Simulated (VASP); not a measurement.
Input of a VASP 6.6.1 run:

The input INCAR:

```
SYSTEM = Ga
PREC = Accurate
ENCUT = 520
EDIFF = 1E-8
ISMEAR = -1
SIGMA = 0.03
LREAL = .FALSE.
LASPH = .TRUE.
NELM = 80
ALGO = Normal
ISIF = 2
LWAVE = .FALSE.
LCHARG = .FALSE.
GGA = PE
LEFG = .TRUE.
ISYM = 0
NBANDS = 12
```

File KPOINTS:

```
regular mesh
0
G
  16 16 16
  0 0 0
```

POSCAR

```
Ga
1.0
   -1.3898172122      1.3898172122      2.2064833090
    1.3898172122     -1.3898172122      2.2064833090
    1.3898172122      1.3898172122     -2.2064833090
Ga
1
Direct
    0.0000000000      0.0000000000      0.0000000000
```

Potentials or basis: VASP PAW PBE potentials, release 64 (Ga_d).

Run with:

```bash
$ cat potpaw_PBE.64/Ga_d/POTCAR > POTCAR
$ mpirun -np 1 vasp_std > vasp.out
```

Q: Predict the pressure.

A: 6.9 GPa.

Stress tensor (GPa, compression positive):
```
7.29 0.00 0.00
0.00 7.29 0.00
0.00 0.00 6.03
```

Caveat: without QUAD_EFG the Cq values of the log hold for a quadrupole moment of 1 mb, not for the nuclei.
